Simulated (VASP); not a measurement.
# Mo2Se5 (P-3m1) in VASP: a series of runs

Runs on Mo2Se5. Level: PBE. Tasks: single point, relaxation of cell and atoms.

All numbers are computed with VASP 6.6.1; they aren't measurements. Logs are shortened: lines on timing, memory, paths and dates and some standing lists are left out, and cuts for length are marked.

### Step 1. The cell of the first run

It takes space group P-3m1 (No. 164, trigonal). The conventional cell has a = 3.271 Å, b = 3.271 Å, c = 16.852 Å, α = 90.00°, β = 90.00°, γ = 120.00°. Mo (site symmetry 3m) has 6 Se at 2.53 Å and 6 Mo at 3.27 Å within 3.3 Å. Within 3.4 Å of Se (site symmetry 3m) lie 3 Mo at 2.53 Å and 7 Se at 3.27 to 3.37 Å. Se (site symmetry 3m) has 3 Mo at 2.53 Å and 7 Se at 3.27 to 3.37 Å within 3.4 Å. Se (site symmetry -3m) has 12 Se at 3.27 to 3.56 Å within 4.3 Å.

### Step 2. Single point, PBE, collinear spin

Contents of INCAR:

```
ALGO = Normal
EDIFF = 1E-7
ENCUT = 520
GGA = PE
ISIF = 2
ISMEAR = 0
ISPIN = 2
LASPH = T
LCHARG = F
LMAXMIX = 4
LORBIT = 11
LREAL = F
LWAVE = F
MAGMOM = 1 1 0 0 0 0 0
NBANDS = 42
NELM = 150
PREC = Accurate
SIGMA = 0.15
```

Contents of KPOINTS:

```
k-points
0
Gamma
  4 4 1
```

Contents of POSCAR:

```
Mo2Se5
1.0
    3.2713583999      0.0000000028      0.0000000000
   -1.6356792024      2.8330794778      0.0000000000
    0.0000000000      0.0000000000     16.8516677912
Mo Se
2 5
Direct
    0.6666666667      0.3333333333      0.7211736893
    0.3333333333      0.6666666667      0.2788263107
    0.3333333333      0.6666666667      0.6208969483
    0.3333333333      0.6666666667      0.8210526309
    0.6666666667      0.3333333333      0.3791030517
    0.6666666667      0.3333333333      0.1789473691
    0.0000000000      0.0000000000      0.0000000000
```

Potentials or basis: VASP PAW PBE potentials, release 64 (Mo_sv, Se).

Started as:

```bash
> cat potpaw_PBE.64/Mo_sv/POTCAR potpaw_PBE.64/Se/POTCAR > POTCAR
> mpirun -np 1 vasp_std > vasp.out
```

OUTCAR:

```text
EDIFF = 1E-7
   ENCUT = 520
   GGA = PE
   ISIF = 2
   ISMEAR = 0
   ISPIN = 2
   LASPH = T
   LORBIT = 11
   LREAL = F
   NELM = 150
   PREC = Accurate

 ion  position               nearest neighbor table
   1  0.667  0.333  0.721-   4 2.53   4 2.53   4 2.53   3 2.53   3 2.53   3 2.53
   2  0.333  0.667  0.279-   6 2.53   6 2.53   6 2.53   5 2.53   5 2.53   5 2.53
   3  0.333  0.667  0.621-   1 2.53   1 2.53   1 2.53
   4  0.333  0.667  0.821-   1 2.53   1 2.53   1 2.53
   5  0.667  0.333  0.379-   2 2.53   2 2.53   2 2.53
   6  0.667  0.333  0.179-   2 2.53   2 2.53   2 2.53
   7  0.000  0.000  0.000-

  LATTYP: Found a hexagonal cell.
 ALAT       =     3.2713583999
 C/A-ratio  =     5.1512753209

  Lattice vectors:

 A1 = (   3.2713583999,   0.0000000028,   0.0000000000)
 A2 = (  -1.6356792024,   2.8330794778,   0.0000000000)
 A3 = (   0.0000000000,   0.0000000000,  16.8516677912)

Analysis of symmetry for initial positions (statically):
=====================================================================
 Subroutine PRICEL returns:
 Original cell was already a primitive cell.

 Routine SETGRP: Setting up the symmetry group for a
 hexagonal supercell.

 Subroutine GETGRP returns: Found 12 space group operations
 (whereof 12 operations were pure point group operations)
 out of a pool of 24 trial point group operations.

The static configuration has the point symmetry D_3d.

Analysis of symmetry for dynamics (positions and initial velocities):
=====================================================================
 Subroutine PRICEL returns:
 Original cell was already a primitive cell.

 Routine SETGRP: Setting up the symmetry group for a
 hexagonal supercell.

 Subroutine GETGRP returns: Found 12 space group operations
 (whereof 12 operations were pure point group operations)
 out of a pool of 24 trial point group operations.

The dynamic configuration has the point symmetry D_3d.

Analysis of structural, dynamic, and magnetic symmetry:
=====================================================================
 Subroutine PRICEL returns:
 Original cell was already a primitive cell.

 Routine SETGRP: Setting up the symmetry group for a
 hexagonal supercell.

 Subroutine GETGRP returns: Found 12 space group operations
 (whereof 12 operations were pure point group operations)
 out of a pool of 24 trial point group operations.

The overall configuration has the point symmetry D_3d.

 Subroutine INISYM returns: Found 12 space group operations
 (whereof 12 operations are pure point group operations),
 and found     1 'primitive' translations

----------------------------------------------------------------------------------------

                                     Primitive cell

  volume of cell :     156.1816

  direct lattice vectors                    reciprocal lattice vectors
     3.271358400  0.000000003  0.000000000     0.305683413  0.176486401  0.000000000
    -1.635679202  2.833079478  0.000000000    -0.000000000  0.352972801  0.000000000
     0.000000000  0.000000000 16.851667791     0.000000000  0.000000000  0.059341307

  length of vectors
     3.271358400  3.271358400 16.851667791     0.352972801  0.352972801  0.059341307

  position of ions in fractional coordinates (direct lattice)
     0.666666667  0.333333333  0.721173689
     0.333333333  0.666666667  0.278826311
     0.333333333  0.666666667  0.620896948
     0.333333333  0.666666667  0.821052631
     0.666666667  0.333333333  0.379103052
     0.666666667  0.333333333  0.178947369
     0.000000000  0.000000000  0.000000000

  ion indices of the primitive-cell ions
   primitive index   ion index
                 1           1
                 2           2
                 3           3
                 4           4
                 5           5
                 6           6
                 7           7

[... 29 lines left out ...]
  0.250000  0.000000  0.000000      6.000000
  0.500000  0.000000  0.000000      3.000000
  0.250000  0.250000  0.000000      6.000000
   k-points           NKPTS =      4   k-points in BZ     NKDIM =      4   number of bands    NBANDS=     42
   number of dos      NEDOS =    301   number of ions     NIONS =      7
   total plane-waves  NPLWV =  72576
   dimension x,y,z NGX =    24 NGY =   24 NGZ =  126
   dimension x,y,z NGXF=    48 NGYF=   48 NGZF=  252
   ions per type =               2   5
   NGX,Y,Z   is equivalent  to a cutoff of  12.20, 12.20, 12.43 a.u.
   NGXF,Y,Z  is equivalent  to a cutoff of  24.39, 24.39, 24.86 a.u.
 SYSTEM =  unknown system
   PREC   = accura    normal or accurate (medium, high low for compatibility)
   ISTART =      0    job   : 0-new  1-cont  2-samecut
   ICHARG =      2    charge: 1-file 2-atom 10-const
   ISPIN  =      2    spin polarized calculation?
   LNONCOLLINEAR =      F non collinear calculations
   LSORBIT =      F    spin-orbit coupling
   LASPH  =      T    aspherical Exc in radial PAW
   ENCUT  =  520.0 eV  38.22 Ry    6.18 a.u.   6.08  6.08 31.33*2*pi/ulx,y,z
   NELM   =    150;   NELMIN=  2; NELMDL= -5     # of ELM steps
   EDIFF  = 0.1E-06   stopping-criterion for ELM
   LREAL  =      F    real-space projection
   EDIFFG = 0.1E-05   stopping-criterion for IOM
   NSW    =      0    number of steps for IOM
   IBRION =     -1    ionic relax: 0-MD 1-quasi-New 2-CG
   NFREE  =      0    steps in history (QN), initial steepest desc. (CG)
   ISIF   =      2    stress and relaxation
   ISYM   =      2    0-nonsym 1-usesym 2-fastsym
   POTIM  = 0.5000    time-step for ionic-motion
   TEBEG  =    0.0;   TEEND  =   0.0 temperature during run
   PSTRESS=    0.0 pullay stress
   NELECT =      58.0000    total number of electrons
   NUPDOWN=      -1.0000    fix difference up-down
   EMIN   =  10.00;   EMAX   =-10.00  energy-range for DOS
   EFERMI =   0.00;   METHOD = LEGACY
   ISMEAR =     0;   SIGMA  =   0.15  broadening in eV -4-tet -1-fermi 0-gaus
   EFERMI_NEDOS =   21; number of points for ismear=-14 and -15
   IALGO  =     38    algorithm
   IMIX   =      4    mixing-type and parameters
     AMIX     =   0.40;   BMIX     =  1.00
     AMIX_MAG =   1.60;   BMIX_MAG =  1.00
  volume/ion in A,a.u.               =      22.31       150.57
  Fermi-wavevector in a.u.,A,eV,Ry     =   1.176723  2.223684 18.839674  1.384677
  Thomas-Fermi vector in A             =   2.313082
   LORBIT       =     11    0 simple, 1 ext, 2 COOP (PROOUT), +10 PAW based schemes
   GGA     = PE    functional components
   LHFCALC =     F    Hartree Fock is set to
   AEXX    =    0.0000 exact exchange contribution
   IVDW    =     0    specifies the selected vdW correction
   LEPSILON=     F    determine dielectric tensor
   LRPA    =     F    only Hartree local field effects (RPA)
 spin polarized calculation
 Gauss-broadening in eV      SIGMA  =   0.15
  energy-cutoff  :      520.00
  volume of cell :      156.18
 maximum number of plane-waves:      4230
   NGX = 13   NGY = 13   NGZ = 63

 number of electron      57.9999997 magnetization       0.4679207

 Free energy of the ion-electron system (eV)
  ---------------------------------------------------
  ext. energy  EPLUGINS =         0.00000000
  ---------------------------------------------------
  free energy    TOTEN  =       -42.54153658 eV

  energy without entropy =      -42.50612674  energy(sigma->0) =      -42.52383166

 E-fermi :   4.7428     XC(G=0): -10.0590

 val. band max:        4.6860346620   @ k =   0.2500   0.0000   0.0000
 cond. band min:       4.7469033297   @ k =   0.2500   0.2500   0.0000
 fundamental gap:      0.0608686677
 Fermi energy:         4.7428299279

 spin component 1

 k-point     1 :       0.0000    0.0000    0.0000
  band No.  band energies     occupation
      1     -56.0812      1.00000
      2     -56.0811      1.00000
      3     -30.2652      1.00000
      4     -30.2652      1.00000
      5     -30.0437      1.00000
      6     -30.0437      1.00000
[... 165 lines left out ...]
     40      11.7459      0.00000
     41      12.2469      0.00000
 Fermi energy:         4.7428299279

 spin component 2

 k-point     1 :       0.0000    0.0000    0.0000
  band No.  band energies     occupation
      1     -56.0565      1.00000
      2     -56.0565      1.00000
      3     -30.2368      1.00000
      4     -30.2368      1.00000
      5     -30.0172      1.00000
      6     -30.0172      1.00000
[... 165 lines left out ...]
     40      11.7652      0.00000
     41      12.3213      0.00000
 [bands above 41 left out]

------------------------ aborting loop because EDIFF is reached ----------------------------------------

  FORCE on cell =-STRESS in cart. coord.  units (eV):
  Direction    XX          YY          ZZ          XY          YZ          ZX
  --------------------------------------------------------------------------------------
  -------------------------------------------------------------------------------------
  Total        0.2493447      0.2493447      0.5247025     -0.0000000      0.0000000      0.0000000
  in kB        2.5578851      2.5578851      5.3826224     -0.0000000      0.0000000      0.0000000
  external PRESSURE =       3.4994642 kB  Pullay stress =       0.0000000 kB

 VOLUME and BASIS-vectors are now :
 -----------------------------------------------------------------------------
  energy-cutoff  :      520.00
  volume of cell :      156.18
      direct lattice vectors                 reciprocal lattice vectors
     3.271358400  0.000000003  0.000000000     0.305683413  0.176486401  0.000000000
    -1.635679202  2.833079478  0.000000000    -0.000000000  0.352972801  0.000000000
     0.000000000  0.000000000 16.851667791     0.000000000  0.000000000  0.059341307

 POSITION                                       TOTAL-FORCE (eV/Angst)
 -----------------------------------------------------------------------------------
      1.63568      0.94436     12.15298        -0.000000      0.000000     -0.047111
     -0.00000      1.88872      4.69869         0.000000      0.000000      0.047111
     -0.00000      1.88872     10.46315         0.000000     -0.000000     -0.006090
     -0.00000      1.88872     13.83611        -0.000000     -0.000000      0.018631
      1.63568      0.94436      6.38852        -0.000000     -0.000000      0.006090
      1.63568      0.94436      3.01556        -0.000000     -0.000000     -0.018631
      0.00000      0.00000      0.00000         0.000000     -0.000000      0.000000
 -----------------------------------------------------------------------------------
    total drift:                                0.000000      0.000000      0.000000

  FREE ENERGIE OF THE ION-ELECTRON SYSTEM (eV)
  ---------------------------------------------------
  free  energy   TOTEN  =       -42.5415365775 eV

  energy  without entropy=      -42.5061267364  energy(sigma->0) =      -42.52383166

 total charge

# of ion       s       p       d       tot
------------------------------------------
    1        2.273   6.183   3.955  12.411
    2        2.273   6.183   3.955  12.411
    3        1.479   2.325   0.062   3.867
    4        1.491   2.294   0.069   3.853
    5        1.479   2.325   0.062   3.867
    6        1.491   2.294   0.069   3.853
    7        1.527   2.015   0.018   3.560
--------------------------------------------------
tot         12.011  23.620   8.189  43.821

 magnetization (x)

# of ion       s       p       d       tot
------------------------------------------
    1        0.001   0.001   0.037   0.040
    2        0.001   0.001   0.037   0.040
    3        0.000   0.003   0.000   0.004
    4        0.004   0.017   0.001   0.021
    5        0.000   0.003   0.000   0.004
    6        0.004   0.017   0.001   0.021
    7        0.004   0.189   0.000   0.193
--------------------------------------------------
tot          0.014   0.232   0.076   0.322
```

Run time: 54 s. Hardware: 1 thread of Intel Xeon 6975P-C (Granite Rapids), shared host; peak memory 0.31 GiB.

Results:

```yaml
Free_energy: -42.5415 eV
Pressure: 0.3 GPa
Largest_force: 0.047 eV/Å
Net_moment: 0.47 μB per cell
Site_moments: Mo +0.04; Se +0.00, +0.02, +0.19 (each value once) μB
Valence_electrons_inside_the_program's_atomic_spheres: Mo 12.41; Se 3.87, 3.85, 3.56 (each value once)
```

Forces in eV/Å, atoms in the order of the input:
```
Mo   0.000  0.000 -0.047
Mo   0.000  0.000  0.047
Se   0.000  0.000 -0.006
Se   0.000  0.000  0.019
Se   0.000  0.000  0.006
Se   0.000  0.000 -0.019
Se   0.000  0.000  0.000
```

Levels at points of the mesh, in eV from the Fermi level:
Spin up:
| k point | band 26 | band 27 | band 28 | band 29 | band 30 | band 31 | band 32 | band 33 |
| --- | --- | --- | --- | --- | --- | --- | --- | --- |
| (0.00, 0.00, 0.00) | -0.76 | -0.49 | 0.44 | 2.33 | 2.33 | 2.91 | 2.91 | 2.94 |
| (0.50, 0.00, 0.00) | -0.79 | -0.63 | -0.59 | -0.18 | 0.93 | 1.99 | 1.99 | 2.32 |
Spin down:
| k point | band 25 | band 26 | band 27 | band 28 | band 29 | band 30 | band 31 | band 32 |
| --- | --- | --- | --- | --- | --- | --- | --- | --- |
| (0.00, 0.00, 0.00) | -1.07 | -0.67 | -0.45 | 0.63 | 2.48 | 2.48 | 2.92 | 2.92 |
| (0.50, 0.00, 0.00) | -0.83 | -0.76 | -0.61 | -0.57 | 0.18 | 1.06 | 2.02 | 2.02 |

Caveat: the k points lie up to 0.55 Å⁻¹ apart; a moment this small can come from the mesh or the smearing; this functional lacks dispersion, which binds layers or chains, so the pressure and a relaxed spacing across them are unreliable.

(Continued in part 2 of 2.)
